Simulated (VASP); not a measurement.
# HfC (Fm-3m) in VASP: single point with PBE

Aim: the single point of HfC with PBE.

Program: VASP 6.6.1. These are calculated values, not measurements. Logs are shortened: lines on timing, memory, paths and dates and some standing lists are left out, and cuts for length are marked.

## (1) The cell of the first run

The structure is cubic, space group Fm-3m (No. 225). Conventional cell: a = 4.650 Å, b = 4.650 Å, c = 4.650 Å, α = 90.00°, β = 90.00°, γ = 90.00°. Within 3.1 Å of Hf (site symmetry m-3m) lie 6 C at 2.33 Å. Within 3.1 Å of C (site symmetry m-3m) lie 6 Hf at 2.33 Å.

## (2) Single point, PBE

INCAR reads:

```
SYSTEM = HfC
PREC = Accurate
ENCUT = 600
EDIFF = 1E-6
ISMEAR = -1
SIGMA = 0.1
LREAL = .False.
LASPH = .True.
NELM = 120
ALGO = Normal
ISIF = 2
LWAVE = .False.
LCHARG = .True.
GGA = PE
LELF = .True.
LVHAR = .True.
NBANDS = 14
GGA_COMPAT = .False.
```

KPOINTS reads:

```
regular mesh
0
Gamma
  10 10 10
  0 0 0
```

POSCAR reads:

```
HfC
1.0
    0.0000000000      2.3250000000      2.3250000000
    2.3250000000      0.0000000000      2.3250000000
    2.3250000000      2.3250000000      0.0000000000
Hf C
1 1
Direct
    0.5000000000      0.5000000000      0.5000000000
    0.0000000000      0.0000000000      0.0000000000
```

Potentials or basis: VASP PAW PBE potentials, release 64 (Hf_pv, C).

The run is started by

```sh
cat potpaw_PBE.64/Hf_pv/POTCAR potpaw_PBE.64/C/POTCAR > POTCAR
mpirun -np 1 vasp_std > vasp.out
```

OUTCAR:

```text
SYSTEM = HfC
   PREC = Accurate
   ENCUT = 600
   EDIFF = 1E-6
   ISMEAR = -1
   LREAL = .False.
   LASPH = .True.
   NELM = 120
   ISIF = 2
   GGA = PE

 ion  position               nearest neighbor table
   1  0.500  0.500  0.500-   2 2.33   2 2.33   2 2.33   2 2.33   2 2.33   2 2.33
   2  0.000  0.000  0.000-   1 2.33   1 2.33   1 2.33   1 2.33   1 2.33   1 2.33

  LATTYP: Found a face centered cubic cell.
 ALAT       =     4.6500000000

  Lattice vectors:

 A1 = (   0.0000000000,   2.3250000000,   2.3250000000)
 A2 = (   2.3250000000,   0.0000000000,   2.3250000000)
 A3 = (   2.3250000000,   2.3250000000,   0.0000000000)

Analysis of symmetry for initial positions (statically):
=====================================================================
 Subroutine PRICEL returns:
 Original cell was already a primitive cell.

 Routine SETGRP: Setting up the symmetry group for a
 face centered cubic supercell.

 Subroutine GETGRP returns: Found 48 space group operations
 (whereof 48 operations were pure point group operations)
 out of a pool of 48 trial point group operations.

The static configuration has the point symmetry O_h .

Analysis of symmetry for dynamics (positions and initial velocities):
=====================================================================
 Subroutine PRICEL returns:
 Original cell was already a primitive cell.

 Routine SETGRP: Setting up the symmetry group for a
 face centered cubic supercell.

 Subroutine GETGRP returns: Found 48 space group operations
 (whereof 48 operations were pure point group operations)
 out of a pool of 48 trial point group operations.

The dynamic configuration has the point symmetry O_h .

 Subroutine INISYM returns: Found 48 space group operations
 (whereof 48 operations are pure point group operations),
 and found     1 'primitive' translations

----------------------------------------------------------------------------------------

                                     Primitive cell

  volume of cell :      25.1362

  direct lattice vectors                    reciprocal lattice vectors
     0.000000000  2.325000000  2.325000000    -0.215053763  0.215053763  0.215053763
     2.325000000  0.000000000  2.325000000     0.215053763 -0.215053763  0.215053763
     2.325000000  2.325000000  0.000000000     0.215053763  0.215053763 -0.215053763

  length of vectors
     3.288046533  3.288046533  3.288046533     0.372484045  0.372484045  0.372484045

  position of ions in fractional coordinates (direct lattice)
     0.500000000  0.500000000  0.500000000
     0.000000000  0.000000000  0.000000000

  ion indices of the primitive-cell ions
   primitive index   ion index
                 1           1
                 2           2

----------------------------------------------------------------------------------------

 KPOINTS: regular mesh

Automatic generation of k-mesh.
 Grid dimensions read from file:
 generate k-points for:   10   10   10

 Generating k-lattice:

  Cartesian coordinates                     Fractional coordinates (reciprocal lattice)
    -0.021505376  0.021505376  0.021505376     0.100000000  0.000000000  0.000000000
     0.021505376 -0.021505376  0.021505376     0.000000000  0.100000000  0.000000000
     0.021505376  0.021505376 -0.021505376     0.000000000  0.000000000  0.100000000

  Length of vectors
     0.037248404  0.037248404  0.037248404

  Shift w.r.t. Gamma in fractional coordinates (k-lattice)
     0.000000000  0.000000000  0.000000000

 Subroutine IBZKPT returns following result:
 ===========================================

 Found     47 irreducible k-points:

 Following reciprocal coordinates:
            Coordinates               Weight
  0.000000  0.000000  0.000000      1.000000
  0.100000  0.000000  0.000000      8.000000
  0.200000  0.000000  0.000000      8.000000
  0.300000  0.000000  0.000000      8.000000
  0.400000  0.000000  0.000000      8.000000
  0.500000  0.000000  0.000000      4.000000
[... 16 lines left out ...]
  0.300000  0.300000  0.000000      6.000000
  0.400000  0.300000  0.000000     24.000000
 [... further k-points ...]
   k-points           NKPTS =     47   k-points in BZ     NKDIM =     47   number of bands    NBANDS=     14
   number of dos      NEDOS =    301   number of ions     NIONS =      2
   total plane-waves  NPLWV =  21952
   dimension x,y,z NGX =    28 NGY =   28 NGZ =   28
   dimension x,y,z NGXF=    56 NGYF=   56 NGZF=   56
   ions per type =               1   1
   NGX,Y,Z   is equivalent  to a cutoff of  14.16, 14.16, 14.16 a.u.
   NGXF,Y,Z  is equivalent  to a cutoff of  28.31, 28.31, 28.31 a.u.
 SYSTEM =  HfC
   PREC   = accura    normal or accurate (medium, high low for compatibility)
   ISTART =      0    job   : 0-new  1-cont  2-samecut
   ICHARG =      2    charge: 1-file 2-atom 10-const
   ISPIN  =      1    spin polarized calculation?
   LNONCOLLINEAR =      F non collinear calculations
   LSORBIT =      F    spin-orbit coupling
   LASPH  =      T    aspherical Exc in radial PAW
   ENCUT  =  600.0 eV  44.10 Ry    6.64 a.u.   6.57  6.57  6.57*2*pi/ulx,y,z
   NELM   =    120;   NELMIN=  2; NELMDL= -5     # of ELM steps
   EDIFF  = 0.1E-05   stopping-criterion for ELM
   LREAL  =      F    real-space projection
   EDIFFG = 0.1E-04   stopping-criterion for IOM
   NSW    =      0    number of steps for IOM
   IBRION =     -1    ionic relax: 0-MD 1-quasi-New 2-CG
   NFREE  =      0    steps in history (QN), initial steepest desc. (CG)
   ISIF   =      2    stress and relaxation
   ISYM   =      2    0-nonsym 1-usesym 2-fastsym
   POTIM  = 0.5000    time-step for ionic-motion
   TEBEG  =    0.0;   TEEND  =   0.0 temperature during run
   PSTRESS=    0.0 pullay stress
   NELECT =      14.0000    total number of electrons
   NUPDOWN=      -1.0000    fix difference up-down
   EMIN   =  10.00;   EMAX   =-10.00  energy-range for DOS
   EFERMI =   0.00;   METHOD = LEGACY
   ISMEAR =    -1;   SIGMA  =   0.10  broadening in eV -4-tet -1-fermi 0-gaus
   EFERMI_NEDOS =   21; number of points for ismear=-14 and -15
   IALGO  =     38    algorithm
   IMIX   =      4    mixing-type and parameters
     AMIX     =   0.40;   BMIX     =  1.00
     AMIX_MAG =   1.60;   BMIX_MAG =  1.00
  volume/ion in A,a.u.               =      12.57        84.81
  Fermi-wavevector in a.u.,A,eV,Ry     =   1.346949  2.545365 24.684672  1.814272
  Thomas-Fermi vector in A             =   2.474740
   LORBIT       =      0    0 simple, 1 ext, 2 COOP (PROOUT), +10 PAW based schemes
   GGA     = PE    functional components
   LHFCALC =     F    Hartree Fock is set to
   AEXX    =    0.0000 exact exchange contribution
   IVDW    =     0    specifies the selected vdW correction
   LEPSILON=     F    determine dielectric tensor
   LRPA    =     F    only Hartree local field effects (RPA)
 non-spin polarized calculation
  energy-cutoff  :      600.00
  volume of cell :       25.14
 maximum number of plane-waves:       869
 NGX is ok and might be reduce to    28
   NGX = 13   NGY = 13   NGZ = 13

 number of electron      14.0000000 magnetization

 Free energy of the ion-electron system (eV)
  ---------------------------------------------------
  ext. energy  EPLUGINS =         0.00000000
  ---------------------------------------------------
  free energy    TOTEN  =       -21.04950196 eV

  energy without entropy =      -21.03885519  energy(sigma->0) =      -21.04417857

 E-fermi :   5.9551     XC(G=0): -12.2853

 val. band max:        5.9299692467   @ k =   0.2000   0.2000   0.0000
 cond. band min:       5.9662811716   @ k =   0.1000   0.0000   0.0000
 fundamental gap:      0.0363119250
 Fermi energy:         5.9550949196

 k-point     1 :       0.0000    0.0000    0.0000
  band No.  band energies     occupation
      1     -23.6186      2.00000
      2     -23.6186      2.00000
      3     -23.6186      2.00000
      4      -6.3572      2.00000
      5       6.9516      0.00009
      6       6.9516      0.00009
      7       6.9516      0.00009
      8       7.3446      0.00000
      9       7.3446      0.00000
     10       7.3446      0.00000
     11       9.3438      0.00000
     12       9.3438      0.00000
     13      12.7800      0.00000
     14      16.9541      0.00000

 k-point     2 :       0.1000    0.0000    0.0000
  band No.  band energies     occupation
      1     -23.6873      2.00000
      2     -23.6253      2.00000
      3     -23.6253      2.00000
      4      -6.1077      2.00000
      5       5.5840      1.95224
      6       5.9663      0.94413
      7       5.9663      0.94413
      8       7.7518      0.00000
      9       7.7518      0.00000
     10       8.1102      0.00000
     11      10.4411      0.00000
     12      10.4411      0.00000
     13      13.3298      0.00000
     14      17.6475      0.00000

 k-point     3 :       0.2000    0.0000    0.0000
  band No.  band energies     occupation
      1     -23.8626      2.00000
      2     -23.6425      2.00000
      3     -23.6425      2.00000
      4      -5.4095      2.00000
      5       3.8012      2.00000
      6       4.7289      1.99999
      7       4.7289      1.99999
      8       8.4934      0.00000
      9       8.4934      0.00000
     10       8.6477      0.00000
     11      12.4280      0.00000
     12      12.4280      0.00000
     13      14.4807      0.00000
     14      19.2680      0.00000
[... 324 lines left out ...]
 k-point    23 :       0.3000    0.3000    0.0000
  band No.  band energies     occupation
      1     -24.0248      2.00000
      2     -23.7707      2.00000
      3     -23.7707      2.00000
      4      -4.5394      2.00000
      5       2.1573      2.00000
      6       5.0115      1.99984
      7       5.5457      1.96720
      8       5.5457      1.96720
      9      10.5031      0.00000
     10      11.9593      0.00000
     11      11.9593      0.00000
     12      13.3287      0.00000
     13      18.2829      0.00000
     14      19.6393      0.00000

 k-point    24 :       0.4000    0.3000    0.0000
  band No.  band energies     occupation
      1     -24.1085      2.00000
      2     -23.8157      2.00000
      3     -23.7951      2.00000
      4      -4.2732      2.00000
      5       2.2368      2.00000
      6       4.1528      2.00000
      7       5.2407      1.99842
      8       6.1651      0.21828
      9      11.3173      0.00000
     10      12.3359      0.00000
     11      12.4648      0.00000
     12      14.2271      0.00000
     13      17.5386      0.00000
     14      18.6118      0.00000

 [... further k-points ...]

------------------------ aborting loop because EDIFF is reached ----------------------------------------

  FORCE on cell =-STRESS in cart. coord.  units (eV):
  Direction    XX          YY          ZZ          XY          YZ          ZX
  --------------------------------------------------------------------------------------
  -------------------------------------------------------------------------------------
  Total       -0.0778661     -0.0778661     -0.0778661     -0.0000000      0.0000000     -0.0000000
  in kB       -4.9631815     -4.9631815     -4.9631815     -0.0000000      0.0000000     -0.0000000
  external PRESSURE =      -4.9631815 kB  Pullay stress =       0.0000000 kB

 VOLUME and BASIS-vectors are now :
 -----------------------------------------------------------------------------
  energy-cutoff  :      600.00
  volume of cell :       25.14
      direct lattice vectors                 reciprocal lattice vectors
     0.000000000  2.325000000  2.325000000    -0.215053763  0.215053763  0.215053763
     2.325000000  0.000000000  2.325000000     0.215053763 -0.215053763  0.215053763
     2.325000000  2.325000000  0.000000000     0.215053763  0.215053763 -0.215053763

 POSITION                                       TOTAL-FORCE (eV/Angst)
 -----------------------------------------------------------------------------------
      2.32500      2.32500      2.32500         0.000000     -0.000000     -0.000000
      0.00000      0.00000      0.00000        -0.000000      0.000000      0.000000
 -----------------------------------------------------------------------------------
    total drift:                                0.000000      0.000000      0.000000

  FREE ENERGIE OF THE ION-ELECTRON SYSTEM (eV)
  ---------------------------------------------------
  free  energy   TOTEN  =       -21.0495019593 eV

  energy  without entropy=      -21.0388551896  energy(sigma->0) =      -21.04417857
```

Run time: 18 s. Hardware: 1 thread of Intel Xeon Platinum 8488C (Sapphire Rapids), shared host; peak memory 0.17 GiB.

Results:

```yaml
Free_energy: -21.0495 eV
Pressure: -0.5 GPa
Band_gap_on_the_k_mesh: zero (band 7 reaches 6.95 eV, above the bottom of band 8 at 5.55 eV)
```

Caveat: spin-orbit coupling is left out, which moves the levels of the heavy elements.
